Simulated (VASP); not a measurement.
Here is a VASP 6.6.1 calculation.

INCAR

```
ALGO = Normal
EDIFF = 1E-7
ENCUT = 520
GGA = PE
ISIF = 2
ISMEAR = -1
LASPH = T
LCHARG = F
LREAL = Auto
LWAVE = F
NBANDS = 52
NELM = 80
PREC = Accurate
SIGMA = 0.02
```

KPOINTS

```
k-points
0
Gamma
  2 2 2
```

Contents of POSCAR:

```
TiSi16
1.0
    0.0000000000      5.4300000000      5.4300000000
    5.4300000000      0.0000000000      5.4300000000
    5.4300000000      5.4300000000      0.0000000000
Si Ti
16 1
Direct
    0.0012485779     -0.0007235458     -0.0006489788
    0.1245871426      0.1227680279      0.1230459017
    0.0041240418      0.0027701144      0.4961236954
    0.1246063722      0.1227423590      0.6287926810
    0.0039900464      0.4958993225      0.0031782951
    0.1245791967      0.6286832698      0.1229530892
    0.0039834999      0.4959751649      0.4961597668
    0.1376190614      0.6204078095      0.6206596458
    0.4978975495      0.0023024870      0.0028586763
    0.6306365133      0.1227101445      0.1229360649
    0.4978862735      0.0023826726      0.4960814567
    0.6219863506      0.1366061683      0.6202633977
    0.4978785539      0.4959025449      0.0027505813
    0.6218785169      0.6198805380      0.1372807489
    0.5000765880      0.4992461175      0.5000399839
    0.6218264326      0.6200500122      0.6202405014
    0.7505737828      0.7492603628      0.7497612426
```

Potentials or basis: VASP PAW PBE potentials, release 64 (Si, Ti_sv).

Run with:

```console
$ cat potpaw_PBE.64/Si/POTCAR potpaw_PBE.64/Ti_sv/POTCAR > POTCAR
$ mpirun -np 1 vasp_std > vasp.out
```

(1) Estimate the pressure.

(2) Estimate the largest force.

(3) What does it give for the band gap on the k mesh?

Results:

(1) 4.0 GPa.

(2) 0.006 eV/Å.

(3) zero (band 38 reaches 6.96 eV, above the bottom of band 39 at 6.53 eV).

Caveat: the k points lie up to 0.50 Å⁻¹ apart.
